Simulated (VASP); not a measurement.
# AlN (P6_3mc) in VASP: a series of runs

Runs on AlN. Level: PBEsol. Tasks: single point, relaxation of the atoms.

All numbers are computed with VASP 6.6.1; they aren't measurements. Logs are shortened: lines on timing, memory, paths and dates and some standing lists are left out, and cuts for length are marked.

**1. The cell of the first run**

Symmetry: P6_3mc, No. 186, hexagonal system. The conventional cell has a = 3.067 Å, b = 3.067 Å, c = 5.027 Å, α = 90.00°, β = 90.00°, γ = 120.00°. Within 2.5 Å of Al (site symmetry 3m) lie 4 N at 1.87 to 1.90 Å. N (site symmetry 3m) has 4 Al at 1.87 to 1.90 Å within 2.5 Å.

**2. Single point, PBEsol**

INCAR

```
  ALGO = Normal
  EDIFF = 1E-6
  ENCUT = 600
  GGA = PS
  GGA_COMPAT = False
  ISIF = 2
  ISMEAR = 0
  LASPH = True
  LCHARG = False
  LREAL = False
  LWAVE = False
  NBANDS = 16
  NELM = 120
  PREC = Accurate
  SIGMA = 0.01
```

KPOINTS

```
k-points
0
Gamma
  9 9 4
```

POSCAR

```
AlN
1.0
    3.0670711286      0.0000000000      0.0000000000
   -1.5335355643      2.6561615126      0.0000000000
    0.0000000000      0.0000000000      5.0269993239
Al N
2 2
Direct
    0.3333333333      0.6666666667      0.0022044359
    0.6666666667      0.3333333333      0.5022044359
    0.3333333333      0.6666666667      0.3797955641
    0.6666666667      0.3333333333      0.8797955641
```

Potentials or basis: VASP PAW PBE potentials, release 64 (Al, N).

Launch:

```console
cat potpaw_PBE.64/Al/POTCAR potpaw_PBE.64/N/POTCAR > POTCAR
mpirun -np 1 vasp_std > vasp.out
```

OUTCAR:

```text
EDIFF = 1E-6
   ENCUT = 600
   GGA = PS
   ISIF = 2
   ISMEAR = 0
   LASPH = True
   LREAL = False
   NELM = 120
   PREC = Accurate

 ion  position               nearest neighbor table
   1  0.333  0.667  0.002-   4 1.87   4 1.87   4 1.87   3 1.90   2 3.07   2 3.07   2 3.07   2 3.07
                             2 3.07   2 3.07
   2  0.667  0.333  0.502-   3 1.87   3 1.87   3 1.87   4 1.90   1 3.07   1 3.07   1 3.07   1 3.07
                             1 3.07   1 3.07
   3  0.333  0.667  0.380-   2 1.87   2 1.87   2 1.87   1 1.90
   4  0.667  0.333  0.880-   1 1.87   1 1.87   1 1.87   2 1.90

  LATTYP: Found a hexagonal cell.
 ALAT       =     3.0670711286
 C/A-ratio  =     1.6390227397

  Lattice vectors:

 A1 = (   3.0670711286,   0.0000000000,   0.0000000000)
 A2 = (  -1.5335355643,   2.6561615126,   0.0000000000)
 A3 = (   0.0000000000,   0.0000000000,   5.0269993239)

Analysis of symmetry for initial positions (statically):
=====================================================================
 Subroutine PRICEL returns:
 Original cell was already a primitive cell.

 Routine SETGRP: Setting up the symmetry group for a
 hexagonal supercell.

 Subroutine GETGRP returns: Found 12 space group operations
 (whereof  6 operations were pure point group operations)
 out of a pool of 24 trial point group operations.

The static configuration has the point symmetry C_3v.
 The point group associated with its full space group is C_6v.

Analysis of symmetry for dynamics (positions and initial velocities):
=====================================================================
 Subroutine PRICEL returns:
 Original cell was already a primitive cell.

 Routine SETGRP: Setting up the symmetry group for a
 hexagonal supercell.

 Subroutine GETGRP returns: Found 12 space group operations
 (whereof  6 operations were pure point group operations)
 out of a pool of 24 trial point group operations.

The dynamic configuration has the point symmetry C_3v.
 The point group associated with its full space group is C_6v.

 Subroutine INISYM returns: Found 12 space group operations
 (whereof  6 operations are pure point group operations),
 and found     1 'primitive' translations

----------------------------------------------------------------------------------------

                                     Primitive cell

  volume of cell :      40.9531

  direct lattice vectors                    reciprocal lattice vectors
     3.067071129  0.000000000  0.000000000     0.326043955  0.188241565  0.000000000
    -1.533535564  2.656161513  0.000000000     0.000000000  0.376483130  0.000000000
     0.000000000  0.000000000  5.026999324     0.000000000  0.000000000  0.198925827

  length of vectors
     3.067071129  3.067071129  5.026999324     0.376483130  0.376483130  0.198925827

  position of ions in fractional coordinates (direct lattice)
     0.333333333  0.666666667  0.002204436
     0.666666667  0.333333333  0.502204436
     0.333333333  0.666666667  0.379795564
     0.666666667  0.333333333  0.879795564

  ion indices of the primitive-cell ions
   primitive index   ion index
                 1           1
                 2           2
                 3           3
                 4           4

----------------------------------------------------------------------------------------

 KPOINTS: k-points

Automatic generation of k-mesh.
 Grid dimensions read from file:
 generate k-points for:    9    9    4

 Generating k-lattice:

  Cartesian coordinates                     Fractional coordinates (reciprocal lattice)
     0.036227106  0.020915729  0.000000000     0.111111111  0.000000000  0.000000000
     0.000000000  0.041831459  0.000000000     0.000000000  0.111111111  0.000000000
     0.000000000  0.000000000  0.049731457     0.000000000  0.000000000  0.250000000

  Length of vectors
     0.041831459  0.041831459  0.049731457

  Shift w.r.t. Gamma in fractional coordinates (k-lattice)
     0.000000000  0.000000000  0.000000000

 Subroutine IBZKPT returns following result:
 ===========================================

 Found     36 irreducible k-points:

 Following reciprocal coordinates:
            Coordinates               Weight
  0.000000  0.000000  0.000000      1.000000
  0.111111 -0.000000  0.000000      6.000000
  0.222222 -0.000000  0.000000      6.000000
  0.333333 -0.000000  0.000000      6.000000
  0.444444 -0.000000  0.000000      6.000000
  0.111111  0.111111  0.000000      6.000000
[... 16 lines left out ...]
  0.333333  0.222222  0.250000     24.000000
  0.333333  0.333333  0.250000      4.000000
 [... further k-points ...]
   k-points           NKPTS =     36   k-points in BZ     NKDIM =     36   number of bands    NBANDS=     16
   number of dos      NEDOS =    301   number of ions     NIONS =      4
   total plane-waves  NPLWV =  31360
   dimension x,y,z NGX =    28 NGY =   28 NGZ =   40
   dimension x,y,z NGXF=    56 NGYF=   56 NGZF=   80
   ions per type =               2   2
   NGX,Y,Z   is equivalent  to a cutoff of  15.18, 15.18, 13.23 a.u.
   NGXF,Y,Z  is equivalent  to a cutoff of  30.35, 30.35, 26.46 a.u.
 SYSTEM =  unknown system
   PREC   = accura    normal or accurate (medium, high low for compatibility)
   ISTART =      0    job   : 0-new  1-cont  2-samecut
   ICHARG =      2    charge: 1-file 2-atom 10-const
   ISPIN  =      1    spin polarized calculation?
   LNONCOLLINEAR =      F non collinear calculations
   LSORBIT =      F    spin-orbit coupling
   LASPH  =      T    aspherical Exc in radial PAW
   ENCUT  =  600.0 eV  44.10 Ry    6.64 a.u.   6.13  6.13 10.04*2*pi/ulx,y,z
   NELM   =    120;   NELMIN=  2; NELMDL= -5     # of ELM steps
   EDIFF  = 0.1E-05   stopping-criterion for ELM
   LREAL  =      F    real-space projection
   EDIFFG = 0.1E-04   stopping-criterion for IOM
   NSW    =      0    number of steps for IOM
   IBRION =     -1    ionic relax: 0-MD 1-quasi-New 2-CG
   NFREE  =      0    steps in history (QN), initial steepest desc. (CG)
   ISIF   =      2    stress and relaxation
   ISYM   =      2    0-nonsym 1-usesym 2-fastsym
   POTIM  = 0.5000    time-step for ionic-motion
   TEBEG  =    0.0;   TEEND  =   0.0 temperature during run
   PSTRESS=    0.0 pullay stress
   NELECT =      16.0000    total number of electrons
   NUPDOWN=      -1.0000    fix difference up-down
   EMIN   =  10.00;   EMAX   =-10.00  energy-range for DOS
   EFERMI =   0.00;   METHOD = LEGACY
   ISMEAR =     0;   SIGMA  =   0.01  broadening in eV -4-tet -1-fermi 0-gaus
   EFERMI_NEDOS =   21; number of points for ismear=-14 and -15
   IALGO  =     38    algorithm
   IMIX   =      4    mixing-type and parameters
     AMIX     =   0.40;   BMIX     =  1.00
     AMIX_MAG =   1.60;   BMIX_MAG =  1.00
  volume/ion in A,a.u.               =      10.24        69.09
  Fermi-wavevector in a.u.,A,eV,Ry     =   1.196793  2.261611 19.487814  1.432314
  Thomas-Fermi vector in A             =   2.332724
   LORBIT       =      0    0 simple, 1 ext, 2 COOP (PROOUT), +10 PAW based schemes
   GGA     = PS    functional components
   LHFCALC =     F    Hartree Fock is set to
   AEXX    =    0.0000 exact exchange contribution
   IVDW    =     0    specifies the selected vdW correction
   LEPSILON=     F    determine dielectric tensor
   LRPA    =     F    only Hartree local field effects (RPA)
 non-spin polarized calculation
 Gauss-broadening in eV      SIGMA  =   0.01
  energy-cutoff  :      600.00
  volume of cell :       40.95
 maximum number of plane-waves:      1398
 NGX is ok and might be reduce to    28
   NGX = 13   NGY = 13   NGZ = 21

 number of electron      15.9999998 magnetization

 Free energy of the ion-electron system (eV)
  ---------------------------------------------------
  ext. energy  EPLUGINS =         0.00000000
  ---------------------------------------------------
  free energy    TOTEN  =       -31.28768356 eV

  energy without entropy =      -31.28768356  energy(sigma->0) =      -31.28768356

 E-fermi :   6.1551     XC(G=0): -11.1952

 val. band max:        6.1041642771   @ k =   0.0000   0.0000   0.0000
 cond. band min:      10.5235835245   @ k =   0.0000   0.0000   0.0000
 fundamental gap:      4.4194192474
 Fermi energy:         6.1550754523

 k-point     1 :       0.0000    0.0000    0.0000
  band No.  band energies     occupation
      1      -9.0314      2.00000
      2      -6.8845      2.00000
      3       0.0187      2.00000
      4       5.5007      2.00000
      5       5.5007      2.00000
      6       6.0941      2.00000
[... 8 lines left out ...]
     15      19.6403      0.00000
     16      19.6403      0.00000

 k-point     2 :       0.1111   -0.0000    0.0000
  band No.  band energies     occupation
      1      -8.8661      2.00000
      2      -6.7856      2.00000
      3       0.2142      2.00000
      4       4.7623      2.00000
      5       5.2963      2.00000
      6       5.3942      2.00000
[... 8 lines left out ...]
     15      19.3738      0.00000
     16      19.5752      0.00000

 k-point     3 :       0.2222   -0.0000    0.0000
  band No.  band energies     occupation
      1      -8.3958      2.00000
      2      -6.5337      2.00000
      3       0.7821      2.00000
      4       3.1882      2.00000
      5       4.0864      2.00000
      6       4.8780      2.00000
[... 8 lines left out ...]
     15      18.5268      0.00000
     16      19.4421      0.00000

 k-point     4 :       0.3333   -0.0000    0.0000
  band No.  band energies     occupation
      1      -7.7158      2.00000
      2      -6.2764      2.00000
      3       1.6453      2.00000
      4       1.6891      2.00000
      5       2.8414      2.00000
      6       4.4890      2.00000
[... 8 lines left out ...]
     15      18.3481      0.00000
     16      20.9106      0.00000
[... 324 lines left out ...]
 k-point    22 :       0.2222    0.2222    0.2500
  band No.  band energies     occupation
      1      -7.2019      2.00000
      2      -6.3711      2.00000
      3       1.4149      2.00000
      4       1.7457      2.00000
      5       3.4894      2.00000
      6       3.5041      2.00000
[... 8 lines left out ...]
     15      18.5623      0.00000
     16      20.9007      0.00000

 k-point    23 :       0.3333    0.2222    0.2500
  band No.  band energies     occupation
      1      -6.6833      2.00000
      2      -6.2730      2.00000
      3       1.0852      2.00000
      4       1.6131      2.00000
      5       2.6448      2.00000
      6       3.7372      2.00000
[... 8 lines left out ...]
     15      19.2446      0.00000
     16      21.2420      0.00000

 k-point    24 :       0.3333    0.3333    0.2500
  band No.  band energies     occupation
      1      -6.3690      2.00000
      2      -6.3690      2.00000
      3       1.5736      2.00000
      4       1.7715      2.00000
      5       1.7715      2.00000
      6       3.1633      2.00000
[... 8 lines left out ...]
     15      19.4573      0.00000
     16      21.9667      0.00000

 [... further k-points ...]

------------------------ aborting loop because EDIFF is reached ----------------------------------------

  FORCE on cell =-STRESS in cart. coord.  units (eV):
  Direction    XX          YY          ZZ          XY          YZ          ZX
  --------------------------------------------------------------------------------------
  -------------------------------------------------------------------------------------
  Total        1.8022326      1.8022326     -0.0518079      0.0000000     -0.0000000      0.0000000
  in kB       70.5073320     70.5073320     -2.0268398      0.0000000     -0.0000000      0.0000000
  external PRESSURE =      46.3292748 kB  Pullay stress =       0.0000000 kB

 VOLUME and BASIS-vectors are now :
 -----------------------------------------------------------------------------
  energy-cutoff  :      600.00
  volume of cell :       40.95
      direct lattice vectors                 reciprocal lattice vectors
     3.067071129  0.000000000  0.000000000     0.326043955  0.188241565  0.000000000
    -1.533535564  2.656161513  0.000000000     0.000000000  0.376483130  0.000000000
     0.000000000  0.000000000  5.026999324     0.000000000  0.000000000  0.198925827

 POSITION                                       TOTAL-FORCE (eV/Angst)
 -----------------------------------------------------------------------------------
     -0.00000      1.77077      0.01108        -0.000000      0.000000      0.001782
      1.53354      0.88539      2.52458        -0.000000      0.000000      0.001782
     -0.00000      1.77077      1.90923         0.000000      0.000000     -0.001782
      1.53354      0.88539      4.42273        -0.000000     -0.000000     -0.001782
 -----------------------------------------------------------------------------------
    total drift:                               -0.000000      0.000000     -0.000233

  FREE ENERGIE OF THE ION-ELECTRON SYSTEM (eV)
  ---------------------------------------------------
  free  energy   TOTEN  =       -31.2876835573 eV

  energy  without entropy=      -31.2876835573  energy(sigma->0) =      -31.28768356
```

Wall time 19 s (1 thread of Intel Xeon Platinum 8375C at 2.90GHz (Ice Lake), shared host); peak memory 0.18 GiB.

Results:

```
Free energy            : -31.2877 eV
Pressure               : 4.6 GPa
Band gap on the k mesh : 4.42 eV
```

Caveat: the cell stands under pressure; the PAW data sets were made with another functional, which shifts forces and pressure a little; an odd mesh through Γ misses points on the zone boundary, where band edges can lie.

**3. Relaxation of the atoms, PBEsol (strained cell)**

INCAR

```
  ALGO = Normal
  EDIFF = 1E-7
  EDIFFG = -0.002
  ENCUT = 520
  GGA = PS
  GGA_COMPAT = False
  IBRION = 2
  ISIF = 2
  ISMEAR = 0
  LASPH = True
  LCHARG = False
  LREAL = False
  LWAVE = False
  NELM = 120
  NELMIN = 4
  NSW = 60
  PREC = Accurate
  SIGMA = 0.02
```

KPOINTS is that of step 2.

POSCAR

```
AlN
1.0
    3.0670711286      0.0000000000      0.0000000000
   -1.5335355643      2.6561615126      0.0000000000
    0.0000000000      0.0000000000      5.0249163922
Al N
2 2
Direct
    0.3333333333      0.6666666667      0.0022230557
    0.6666666667      0.3333333333      0.5022230557
    0.3333333333      0.6666666667      0.3797769443
    0.6666666667      0.3333333333      0.8797769443
```

Potentials or basis: VASP PAW PBE potentials, release 64 (Al, N).

Launch:

```console
cat potpaw_PBE.64/Al/POTCAR potpaw_PBE.64/N/POTCAR > POTCAR
mpirun -np 1 vasp_std > vasp.out
```

Run time: 17 s. Hardware: 1 thread of Intel Xeon Platinum 8375C at 2.90GHz (Ice Lake), shared host; peak memory 0.16 GiB.

Results (log left out):

- Free energy: -31.2844 eV
- Energy gained by relaxing: 0.0 meV/atom
- Ionic steps: 3
- Pressure after relaxing: 4.9 GPa
- Band gap on the k mesh: 4.42 eV

Stress tensor (GPa, compression positive):
```
7.26 0.00 0.00
0.00 7.26 0.00
0.00 0.00 0.15
```

Final structure:
```xyz
4
Lattice="3.0671 0.0000 0.0000 -1.5335 2.6562 0.0000 0.0000 0.0000 5.0249" Properties=species:S:1:pos:R:3 pbc="T T T"
Al    0.0000    1.7708    0.0110
Al    1.5335    0.8854    2.5234
N     0.0000    1.7708    1.9086
N     1.5335    0.8854    4.4210
```

Levels at points of the mesh, in eV from the valence-band top:
```tsv
k point	band 6	band 7	band 8	band 9	band 10	band 11
(0.00, 0.00, 0.00)	-0.01	-0.01	0.00	4.42	7.10	10.65
(0.00, 0.00, 0.50)	-0.32	-0.32	-0.32	6.77	6.77	10.42
```

Caveat: the cell differs from its parent crystal (strained cell); the PAW data sets were made with another functional, which shifts forces and pressure a little; an odd mesh through Γ misses points on the zone boundary, where band edges can lie.

**4. Relaxation of the atoms, PBEsol (strained cell)**

INCAR

```
SYSTEM = AlN
PREC = Accurate
ENCUT = 520
EDIFF = 1E-7
ISMEAR = 0
SIGMA = 0.02
LREAL = .FALSE.
LASPH = .TRUE.
NELM = 120
ALGO = Normal
ISIF = 2
LWAVE = .FALSE.
LCHARG = .FALSE.
GGA = PS
IBRION = 2
NSW = 60
EDIFFG = -0.002
GGA_COMPAT = .FALSE.
NELMIN = 4
```

KPOINTS

```
Automatic mesh
0
G
  9 9 4
  0 0 0
```

POSCAR

```
AlN
1.0
    3.0670711286      0.0000000000      0.0000000000
   -1.5335355643      2.6561615126      0.0000000000
    0.0000000000      0.0000000000      5.0269993239
Al N
2 2
Direct
    0.3333333333      0.6666666667      0.0021683070
    0.6666666667      0.3333333333      0.5021683070
    0.3333333333      0.6666666667      0.3798316930
    0.6666666667      0.3333333333      0.8798316930
```

Launch:

```console
cat potpaw_PBE.64/Al/POTCAR potpaw_PBE.64/N/POTCAR > POTCAR
mpirun -np 1 vasp_std > vasp.out
```

Wall time 16 s (1 thread of Intel Xeon Platinum 8375C at 2.90GHz (Ice Lake), shared host); peak memory 0.16 GiB.

It converged, with:

| Item | Value |
| --- | --- |
| Free energy | -31.2844 eV |
| Energy gained by relaxing | 0.0 meV/atom |
| Ionic steps | 3 |
| Pressure after relaxing | 4.8 GPa |
| Band gap on the k mesh | 4.42 eV |

Stress tensor (GPa, compression positive):
```
 7.21  0.00  0.00
 0.00  7.21  0.00
 0.00  0.00 -0.02
```

Final structure:
```yaml
crystal:
  lattice:
    - [3.06707, 0.00000, 0.00000]
    - [-1.53354, 2.65616, 0.00000]
    - [0.00000, 0.00000, 5.02700]
  atoms:
    - { symbol: Al, position: [0.33333, 0.66667, 0.00222] }
    - { symbol: Al, position: [0.66667, 0.33333, 0.50222] }
    - { symbol: N, position: [0.33333, 0.66667, 0.37978] }
    - { symbol: N, position: [0.66667, 0.33333, 0.87978] }
```

Levels at points of the mesh, in eV from the valence-band top:
```csv
k point,band 6,band 7,band 8,band 9,band 10,band 11
"(0.00, 0.00, 0.00)",-0.01,-0.01,0.00,4.42,7.11,10.65
"(0.00, 0.00, 0.50)",-0.31,-0.31,-0.31,6.77,6.77,10.42
```

Caveat: the cell differs from its parent crystal (strained cell); the PAW data sets were made with another functional, which shifts forces and pressure a little; an odd mesh through Γ misses points on the zone boundary, where band edges can lie.

**5. The runs side by side**

| task | cell | cutoff (eV) | smearing | gap on the mesh (eV) | pressure (GPa) |
| --- | --- | --- | --- | --- | --- |
| single point | a = 3.067, b = 3.067, c = 5.027 Å, angles 90.0, 90.0, 120.0°, 4 atoms | 600 | gaussian 0.01 eV | 4.42 | 4.6 |
| relaxation of the atoms | atoms relaxed from a = 3.067, b = 3.067, c = 5.025 Å, angles 90.0, 90.0, 120.0°, 4 atoms | 520 | gaussian 0.02 eV | 4.42 | 4.9 |
| relaxation of the atoms | atoms relaxed from a = 3.067, b = 3.067, c = 5.027 Å, angles 90.0, 90.0, 120.0°, 4 atoms | 520 | gaussian 0.02 eV | 4.42 | 4.8 |

Alike in all rows: level PBEsol; potentials or basis VASP PAW PBE potentials, release 64 (Al, N); no spin polarisation; k mesh 9 × 9 × 4.

Caveats: the PAW data sets were made with another functional, which shifts forces and pressure a little; an odd mesh through Γ misses points on the zone boundary, where band edges can lie; the cell stands under pressure (at least some runs).

Total energies depend on the potentials used, so only differences within one code and one set of settings carry meaning.
